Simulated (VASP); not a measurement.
# Bi (Im-3m) in VASP: a series of runs

Bi is run at these levels: PBEsol; tasks: single point.

Program: VASP 6.6.1. These are calculated values, not measurements. Logs are shortened: lines on timing, memory, paths and dates and some standing lists are left out, and cuts for length are marked.

## (1) The cell of the first run

It takes space group Im-3m (No. 229, cubic). Conventional cell: a = 3.874 Å, b = 3.874 Å, c = 3.874 Å, α = 90.00°, β = 90.00°, γ = 90.00°. Within 4.4 Å of Bi (site symmetry m-3m) lie 14 Bi at 3.36 to 3.87 Å.

This isn't the form of Bi at room conditions, which is rhombohedral.

## (2) Single point, PBEsol (29.07 Å³/atom)

The input, INCAR:

```
PREC = Accurate ; ENCUT = 520
EDIFF = 1E-6 ; ISMEAR = 0
SIGMA = 0.1 ; LREAL = F
LASPH = T ; NELM = 80
ALGO = Normal ; ISIF = 2
LWAVE = F ; LCHARG = F
GGA = PS ; NBANDS = 14
```

The input, KPOINTS:

```
regular mesh
0
Gamma
  16 16 16
```

The input, POSCAR:

```
Bi
1.0
   -1.9370551589      1.9370551589      1.9370551589
    1.9370551589     -1.9370551589      1.9370551589
    1.9370551589      1.9370551589     -1.9370551589
Bi
1
Direct
    0.0000000000      0.0000000000      0.0000000000
```

Potentials or basis: VASP PAW PBE potentials, release 64 (Bi_d).

Run with:

```
> cat potpaw_PBE.64/Bi_d/POTCAR > POTCAR
> mpirun -np 1 vasp_std > vasp.out
```

OUTCAR:

```text
PREC = Accurate
   ENCUT = 520
   EDIFF = 1E-6
   ISMEAR = 0
   LREAL = F
   LASPH = T
   NELM = 80
   ISIF = 2
   GGA = PS

 ion  position               nearest neighbor table
   1  0.000  0.000  0.000-

  LATTYP: Found a body centered cubic cell.
 ALAT       =     3.8741103178

  Lattice vectors:

 A1 = (  -1.9370551589,   1.9370551589,   1.9370551589)
 A2 = (   1.9370551589,  -1.9370551589,   1.9370551589)
 A3 = (   1.9370551589,   1.9370551589,  -1.9370551589)

Analysis of symmetry for initial positions (statically):
=====================================================================
 Subroutine PRICEL returns:
 Original cell was already a primitive cell.

 Routine SETGRP: Setting up the symmetry group for a
 body centered cubic supercell.

 Subroutine GETGRP returns: Found 48 space group operations
 (whereof 48 operations were pure point group operations)
 out of a pool of 48 trial point group operations.

The static configuration has the point symmetry O_h .

Analysis of symmetry for dynamics (positions and initial velocities):
=====================================================================
 Subroutine PRICEL returns:
 Original cell was already a primitive cell.

 Routine SETGRP: Setting up the symmetry group for a
 body centered cubic supercell.

 Subroutine GETGRP returns: Found 48 space group operations
 (whereof 48 operations were pure point group operations)
 out of a pool of 48 trial point group operations.

The dynamic configuration has the point symmetry O_h .

 Subroutine INISYM returns: Found 48 space group operations
 (whereof 48 operations are pure point group operations),
 and found     1 'primitive' translations

----------------------------------------------------------------------------------------

                                     Primitive cell

  volume of cell :      29.0727

  direct lattice vectors                    reciprocal lattice vectors
    -1.937055159  1.937055159  1.937055159     0.000000000  0.258123780  0.258123780
     1.937055159 -1.937055159  1.937055159     0.258123780  0.000000000  0.258123780
     1.937055159  1.937055159 -1.937055159     0.258123780  0.258123780  0.000000000

  length of vectors
     3.355077952  3.355077952  3.355077952     0.365042151  0.365042151  0.365042151

  position of ions in fractional coordinates (direct lattice)
     0.000000000  0.000000000  0.000000000

  ion indices of the primitive-cell ions
   primitive index   ion index
                 1           1

----------------------------------------------------------------------------------------

 KPOINTS: regular mesh

Automatic generation of k-mesh.
 Grid dimensions read from file:
 generate k-points for:   16   16   16

 Generating k-lattice:

  Cartesian coordinates                     Fractional coordinates (reciprocal lattice)
     0.000000000  0.016132736  0.016132736     0.062500000  0.000000000  0.000000000
     0.016132736  0.000000000  0.016132736     0.000000000  0.062500000  0.000000000
     0.016132736  0.016132736  0.000000000     0.000000000  0.000000000  0.062500000

  Length of vectors
     0.022815134  0.022815134  0.022815134

  Shift w.r.t. Gamma in fractional coordinates (k-lattice)
     0.000000000  0.000000000  0.000000000

 Subroutine IBZKPT returns following result:
 ===========================================

 Found    145 irreducible k-points:

 Following reciprocal coordinates:
            Coordinates               Weight
  0.000000  0.000000  0.000000      1.000000
  0.062500  0.000000  0.000000     12.000000
  0.125000  0.000000  0.000000     12.000000
  0.187500  0.000000  0.000000     12.000000
  0.250000  0.000000  0.000000     12.000000
  0.312500  0.000000  0.000000     12.000000
[... 16 lines left out ...]
  0.187500  0.187500  0.000000     24.000000
  0.250000  0.187500 -0.000000     48.000000
 [... further k-points ...]
   k-points           NKPTS =    145   k-points in BZ     NKDIM =    145   number of bands    NBANDS=     14
   number of dos      NEDOS =    301   number of ions     NIONS =      1
   total plane-waves  NPLWV =  21952
   dimension x,y,z NGX =    28 NGY =   28 NGZ =   28
   dimension x,y,z NGXF=    56 NGYF=   56 NGZF=   56
   ions per type =               1
   NGX,Y,Z   is equivalent  to a cutoff of  13.87, 13.87, 13.87 a.u.
   NGXF,Y,Z  is equivalent  to a cutoff of  27.75, 27.75, 27.75 a.u.
 SYSTEM =  unknown system
   PREC   = accura    normal or accurate (medium, high low for compatibility)
   ISTART =      0    job   : 0-new  1-cont  2-samecut
   ICHARG =      2    charge: 1-file 2-atom 10-const
   ISPIN  =      1    spin polarized calculation?
   LNONCOLLINEAR =      F non collinear calculations
   LSORBIT =      F    spin-orbit coupling
   LASPH  =      T    aspherical Exc in radial PAW
   ENCUT  =  520.0 eV  38.22 Ry    6.18 a.u.   6.24  6.24  6.24*2*pi/ulx,y,z
   NELM   =     80;   NELMIN=  2; NELMDL= -5     # of ELM steps
   EDIFF  = 0.1E-05   stopping-criterion for ELM
   LREAL  =      F    real-space projection
   EDIFFG = 0.1E-04   stopping-criterion for IOM
   NSW    =      0    number of steps for IOM
   IBRION =     -1    ionic relax: 0-MD 1-quasi-New 2-CG
   NFREE  =      0    steps in history (QN), initial steepest desc. (CG)
   ISIF   =      2    stress and relaxation
   ISYM   =      2    0-nonsym 1-usesym 2-fastsym
   POTIM  = 0.5000    time-step for ionic-motion
   TEBEG  =    0.0;   TEEND  =   0.0 temperature during run
   PSTRESS=    0.0 pullay stress
   NELECT =      15.0000    total number of electrons
   NUPDOWN=      -1.0000    fix difference up-down
   EMIN   =  10.00;   EMAX   =-10.00  energy-range for DOS
   EFERMI =   0.00;   METHOD = LEGACY
   ISMEAR =     0;   SIGMA  =   0.10  broadening in eV -4-tet -1-fermi 0-gaus
   EFERMI_NEDOS =   21; number of points for ismear=-14 and -15
   IALGO  =     38    algorithm
   IMIX   =      4    mixing-type and parameters
     AMIX     =   0.40;   BMIX     =  1.00
     AMIX_MAG =   1.60;   BMIX_MAG =  1.00
  volume/ion in A,a.u.               =      29.07       196.19
  Fermi-wavevector in a.u.,A,eV,Ry     =   1.313036  2.481278 23.457305  1.724063
  Thomas-Fermi vector in A             =   2.443387
   LORBIT       =      0    0 simple, 1 ext, 2 COOP (PROOUT), +10 PAW based schemes
   GGA     = PS    functional components
   LHFCALC =     F    Hartree Fock is set to
   AEXX    =    0.0000 exact exchange contribution
   IVDW    =     0    specifies the selected vdW correction
   LEPSILON=     F    determine dielectric tensor
   LRPA    =     F    only Hartree local field effects (RPA)
 non-spin polarized calculation
 Gauss-broadening in eV      SIGMA  =   0.10
  energy-cutoff  :      520.00
  volume of cell :       29.07
 maximum number of plane-waves:       798
 NGX is ok and might be reduce to    28
   NGX = 13   NGY = 13   NGZ = 13

 number of electron      15.0000005 magnetization

 Free energy of the ion-electron system (eV)
  ---------------------------------------------------
  ext. energy  EPLUGINS =         0.00000000
  ---------------------------------------------------
  free energy    TOTEN  =        -4.21457086 eV

  energy without entropy =       -4.21153725  energy(sigma->0) =       -4.21305405

 E-fermi :   8.6039     XC(G=0): -10.7681

 val. band max:        8.5765681801   @ k =  -0.1875   0.2500   0.1250
 cond. band min:       8.6087692356   @ k =   0.3125   0.1250   0.0625
 fundamental gap:      0.0322010555
 Fermi energy:         8.6038571295

 k-point     1 :       0.0000    0.0000    0.0000
  band No.  band energies     occupation
      1     -14.3913      2.00000
      2     -14.3913      2.00000
      3     -14.3913      2.00000
      4     -14.2291      2.00000
      5     -14.2291      2.00000
      6      -5.4067      2.00000
      7      14.2447      0.00000
      8      14.2447      0.00000
      9      14.2447      0.00000
     10      18.6368      0.00000
     11      19.1073      0.00000
     12      19.1073      0.00000
     13      19.1073      0.00000
     14      20.7621      0.00000

 k-point     2 :       0.0625    0.0000    0.0000
  band No.  band energies     occupation
      1     -14.3933      2.00000
      2     -14.3881      2.00000
      3     -14.3815      2.00000
      4     -14.2314      2.00000
      5     -14.2295      2.00000
      6      -5.3292      2.00000
      7      13.3992      0.00000
      8      13.9900      0.00000
      9      14.1646      0.00000
     10      18.3751      0.00000
     11      18.7660      0.00000
     12      18.9944      0.00000
     13      19.2769      0.00000
     14      21.1030      0.00000

 k-point     3 :       0.1250    0.0000    0.0000
  band No.  band energies     occupation
      1     -14.3989      2.00000
      2     -14.3796      2.00000
      3     -14.3534      2.00000
      4     -14.2376      2.00000
      5     -14.2304      2.00000
      6      -5.0977      2.00000
      7      11.6761      0.00000
      8      13.3653      0.00000
      9      13.9316      0.00000
     10      17.3860      0.00000
     11      18.1823      0.00000
     12      18.8781      0.00000
     13      20.2382      0.00000
     14      21.9815      0.00000
[... 324 lines left out ...]
 k-point    23 :       0.1875    0.1875    0.0000
  band No.  band energies     occupation
      1     -14.4058      2.00000
      2     -14.3540      2.00000
      3     -14.2572      2.00000
      4     -14.2420      2.00000
      5     -14.2114      2.00000
      6      -3.4163      2.00000
      7       6.6050      2.00000
      8       9.3913      0.00000
      9      12.0704      0.00000
     10      17.0118      0.00000
     11      17.8293      0.00000
     12      20.4662      0.00000
     13      21.8015      0.00000
     14      23.3777      0.00000

 k-point    24 :       0.2500    0.1875   -0.0000
  band No.  band energies     occupation
      1     -14.4088      2.00000
      2     -14.3429      2.00000
      3     -14.2544      2.00000
      4     -14.2456      2.00000
      5     -14.1861      2.00000
      6      -2.7796      2.00000
      7       5.4851      2.00000
      8       8.4489      1.97161
      9      11.7063      0.00000
     10      16.8678      0.00000
     11      18.2627      0.00000
     12      20.6267      0.00000
     13      22.9139      0.00000
     14      23.1260      0.00000

 [... further k-points ...]

------------------------ aborting loop because EDIFF is reached ----------------------------------------

  FORCE on cell =-STRESS in cart. coord.  units (eV):
  Direction    XX          YY          ZZ          XY          YZ          ZX
  --------------------------------------------------------------------------------------
  -------------------------------------------------------------------------------------
  Total        0.3362165      0.3362165      0.3362165     -0.0000000     -0.0000000     -0.0000000
  in kB       18.5286467     18.5286467     18.5286467     -0.0000000     -0.0000000     -0.0000000
  external PRESSURE =      18.5286467 kB  Pullay stress =       0.0000000 kB

 VOLUME and BASIS-vectors are now :
 -----------------------------------------------------------------------------
  energy-cutoff  :      520.00
  volume of cell :       29.07
      direct lattice vectors                 reciprocal lattice vectors
    -1.937055159  1.937055159  1.937055159     0.000000000  0.258123780  0.258123780
     1.937055159 -1.937055159  1.937055159     0.258123780  0.000000000  0.258123780
     1.937055159  1.937055159 -1.937055159     0.258123780  0.258123780  0.000000000

 POSITION                                       TOTAL-FORCE (eV/Angst)
 -----------------------------------------------------------------------------------
      0.00000      0.00000      0.00000        -0.000000     -0.000000      0.000000
 -----------------------------------------------------------------------------------
    total drift:                               -0.000000     -0.000000      0.000000

  FREE ENERGIE OF THE ION-ELECTRON SYSTEM (eV)
  ---------------------------------------------------
  free  energy   TOTEN  =        -4.2145708584 eV

  energy  without entropy=       -4.2115372510  energy(sigma->0) =       -4.21305405
```

Wall time 62 s (1 thread of Intel Xeon 8259CL, shared host); peak memory 0.19 GiB.

What came out:

* Free energy: -4.2146 eV
* Pressure: 1.9 GPa
* Band gap on the k mesh: zero (an odd number of electrons rules out a gap without spin polarisation)

Caveat: the PAW data sets were made with another functional, which shifts forces and pressure a little; spin-orbit coupling is left out, which moves the levels of the heavy elements.

## (3) Single point, PBEsol

This run uses another cell than the first one, of 29.97 Å³/atom.

The input, INCAR:

```
SYSTEM = Bi
  PREC = Accurate
  ENCUT = 520
  EDIFF = 1E-7
  ISMEAR = 0
  SIGMA = 0.1
  LREAL = .FALSE.
  LASPH = .TRUE.
  NELM = 80
  ALGO = Normal
  ISIF = 2
  LWAVE = .FALSE.
  LCHARG = .FALSE.
  GGA = PS
  NBANDS = 14
```

The input, KPOINTS:

```
regular mesh
0
G
  16 16 16
  0 0 0
```

The input, POSCAR:

```
Bi
1.0
   -1.9568223932      1.9568223932      1.9568223932
    1.9568223932     -1.9568223932      1.9568223932
    1.9568223932      1.9568223932     -1.9568223932
Bi
1
Direct
    0.0000000000      0.0000000000      0.0000000000
```

Potentials or basis: VASP PAW PBE potentials, release 64 (Bi_d).

Run with:

```
> cat potpaw_PBE.64/Bi_d/POTCAR > POTCAR
> mpirun -np 1 vasp_std > vasp.out
```

Wall time 66 s (1 thread of Intel Xeon 8259CL, shared host); peak memory 0.19 GiB.

It converged, with:

| Quantity | Value |
| --- | --- |
| Free energy | -4.2198 eV |
| Pressure | -0.1 GPa |
| Band gap on the k mesh | zero (an odd number of electrons rules out a gap without spin polarisation) |

Levels at points of the mesh, in eV from the Fermi level:
```csv
k point,band 4,band 5,band 6,band 7,band 8,band 9,band 10,band 11
"(0.00, 0.00, 0.00)",-22.82,-22.82,-13.78,5.41,5.41,5.41,9.61,10.50
"(0.50, 0.00, 0.00)",-22.83,-22.72,-10.52,-5.29,1.66,3.57,6.11,7.68
"(0.50, 0.50, 0.50)",-22.75,-22.75,-8.24,-1.87,-1.87,-1.87,3.50,3.50
```

Caveat: the PAW data sets were made with another functional, which shifts forces and pressure a little; spin-orbit coupling is left out, which moves the levels of the heavy elements.

## (4) Single point, PBEsol (30.87 Å³/atom)

This run uses another cell than the first one, of 30.87 Å³/atom.

The input, INCAR:

```
SYSTEM = Bi
ALGO = Normal
EDIFF = 1E-6
ENCUT = 520
GGA = PS
ISIF = 2
ISMEAR = 0
LASPH = .True.
LCHARG = .False.
LREAL = .False.
LWAVE = .False.
NBANDS = 14
NELM = 80
PREC = Accurate
SIGMA = 0.1
```

The input, KPOINTS:

```
k-points
0
Gamma
  16 16 16
  0 0 0
```

The input, POSCAR:

```
Bi
1.0
   -1.9761981324      1.9761981324      1.9761981324
    1.9761981324     -1.9761981324      1.9761981324
    1.9761981324      1.9761981324     -1.9761981324
Bi
1
Direct
    0.0000000000      0.0000000000      0.0000000000
```

Run with:

```
> cat potpaw_PBE.64/Bi_d/POTCAR > POTCAR
> mpirun -np 1 vasp_std > vasp.out
```

Run time: 52 s. Hardware: 1 thread of Intel Xeon 8259CL, shared host; peak memory 0.2 GiB.

The run converged. Its results:

```
Free energy            : -4.2150 eV
Pressure               : -1.7 GPa
Band gap on the k mesh : zero (an odd number of electrons rules out a gap without spin polarisation)
```

Levels at points of the mesh, in eV from the Fermi level:
```tsv
k point	band 4	band 5	band 6	band 7	band 8	band 9	band 10	band 11
(0.00, 0.00, 0.00)	-22.80	-22.80	-13.57	5.20	5.20	5.20	9.23	10.50
(0.50, 0.00, 0.00)	-22.81	-22.72	-10.47	-5.11	1.61	3.49	6.00	7.61
(0.50, 0.50, 0.50)	-22.74	-22.74	-8.33	-1.80	-1.80	-1.80	3.53	3.53
```

Caveat: the PAW data sets were made with another functional, which shifts forces and pressure a little; spin-orbit coupling is left out, which moves the levels of the heavy elements.

## (5) Overview

```csv
cell,gap on the mesh (eV),pressure (GPa)
"a = 3.355 Å, angles 109.5°, 1 atom",none,1.9
"a = 3.389 Å, angles 109.5°, 1 atom",none,-0.1
"a = 3.423 Å, angles 109.5°, 1 atom",none,-1.7
```

Alike in all rows: task single point; level PBEsol; potentials or basis VASP PAW PBE potentials, release 64 (Bi_d); no spin polarisation; k mesh 16 × 16 × 16; cutoff (eV) 520; smearing gaussian 0.1 eV.

Caveats: the PAW data sets were made with another functional, which shifts forces and pressure a little; spin-orbit coupling is left out, which moves the levels of the heavy elements.

Absolute energies hang on the potentials; compare differences alone.
